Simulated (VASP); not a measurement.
## TiO2: relaxation of cell and atoms with LDA

The system is TiO2.

```
CELL_PARAMETERS angstrom
5.58222 0.00000 0.00000
-2.79111 4.83435 0.00000
0.00000 0.00000 6.08247
ATOMIC_POSITIONS crystal
Ti 0.46694 0.00000 0.33333
Ti 0.00000 0.46694 0.66667
Ti 0.53306 0.53306 0.00000
O 0.58107 0.85143 0.12066
O 0.72963 0.14857 0.54600
O 0.27037 0.41893 0.78733
O 0.85143 0.58107 0.87934
O 0.14857 0.72963 0.45400
O 0.41893 0.27037 0.21267
```

```
Program                : VASP 6.6.1
Task                   : relaxation of cell and atoms
Functional             : LDA
Potentials or basis    : VASP PAW LDA potentials, release 64 (Ti_sv, O)
Cutoff                 : 600 eV
k mesh                 : 6 × 6 × 5
Occupations            : fermi-dirac, width 0.05 eV
Spin                   : no spin polarisation
Dipole correction      : no
Further INCAR settings : ALGO = Normal; EDIFF = 1e-07; IBRION = 2; EDIFFG = -0.01; NSW = 60; ISIF = 3
```

| Quantity | Value |
| --- | --- |
| Relaxed volume | 16.25 Å³/atom |
| Relaxed cell | a = 5.383 Å, b = 5.383 Å, c = 5.829 Å, α = 90.00°, β = 90.00°, γ = 120.00° |
| Space group after relaxing (to 0.1 Å) | P3_121 (No. 152) |
| Energy gained by relaxing | 9.4 meV/atom |
| Ionic steps | 45 |
| Pressure after relaxing | 0.0 GPa |
| Largest force after relaxing | 0.007 eV/Å |
| Band gap on the k mesh | 3.66 eV (least direct gap 3.74 eV) |

Forces in eV/Å, atoms in the order of the input:
```
Ti  -0.006  0.000  0.000
Ti   0.003 -0.005  0.000
Ti   0.003  0.005  0.000
O   -0.005  0.002 -0.005
O   -0.005 -0.002  0.005
O    0.004  0.003 -0.005
O    0.004 -0.003  0.005
O    0.001 -0.005 -0.005
O    0.001  0.005  0.005
```

The path:
| step | energy change (eV) | largest force (eV/Å) | pressure (GPa) | volume (Å³) |
| --- | --- | --- | --- | --- |
| 1 | 0.0000 | 0.2692 | -3.71 | 164.14 |
| 3 | -0.0563 | 0.0365 | -0.09 | 159.82 |
| 5 | -0.0568 | 0.0393 | 0.00 | 159.60 |
| 7 | -0.0585 | 0.0412 | 0.04 | 158.39 |
| 9 | -0.0600 | 0.0554 | -0.52 | 158.17 |
| 11 | -0.0605 | 0.0560 | -0.51 | 158.04 |
| 13 | -0.0624 | 0.0582 | -0.48 | 157.43 |
| 15 | -0.0692 | 0.0640 | -0.43 | 155.04 |
| 17 | -0.0670 | 0.1595 | -1.38 | 145.71 |
| 19 | -0.0778 | 0.0786 | 0.58 | 149.08 |
| 21 | -0.0798 | 0.0403 | 0.16 | 149.42 |
| 23 | -0.0825 | 0.0238 | 0.09 | 148.44 |
| 25 | -0.0826 | 0.0169 | -0.09 | 148.54 |
| 27 | -0.0832 | 0.0247 | -0.05 | 148.09 |
| 29 | -0.0833 | 0.0191 | 0.00 | 147.95 |
| 31 | -0.0837 | 0.0256 | -0.09 | 147.63 |
| 33 | -0.0839 | 0.0333 | -0.22 | 147.10 |
| 35 | -0.0842 | 0.0181 | -0.12 | 146.73 |
| 37 | -0.0843 | 0.0171 | 0.01 | 146.25 |
| 39 | -0.0843 | 0.0163 | -0.01 | 146.30 |
| 41 | -0.0843 | 0.0156 | 0.00 | 146.28 |
| 43 | -0.0844 | 0.0117 | 0.08 | 146.22 |
| 45 | -0.0844 | 0.0074 | 0.03 | 146.28 |

Final structure:
```
Ti O
1.0
     5.38292    0.00000    0.00000
    -2.69146    4.66175    0.00000
     0.00000    0.00000    5.82943
Ti O
3 6
Direct
  0.45166 0.00000 0.33333
  0.00000 0.45166 0.66667
  0.54834 0.54834 0.00000
  0.58822 0.88190 0.10154
  0.70631 0.11810 0.56513
  0.29369 0.41178 0.76821
  0.88190 0.58822 0.89846
  0.11810 0.70631 0.43487
  0.41178 0.29369 0.23179
```

Levels at points of the mesh, in eV from the valence-band top:
| k point | band 34 | band 35 | band 36 | band 37 | band 38 | band 39 |
| --- | --- | --- | --- | --- | --- | --- |
| (0.00, 0.00, 0.00) | -0.54 | -0.32 | -0.32 | 3.80 | 4.28 | 4.28 |
| (0.50, 0.00, 0.00) | -0.71 | -0.26 | 0.00 | 3.91 | 3.94 | 4.20 |

Run time: 69 min on 1 thread of Intel(R) Xeon(R) 6975P-C (Granite Rapids), with other jobs on the host, peak memory 0.41 GiB.

A k mesh can miss the band edges.
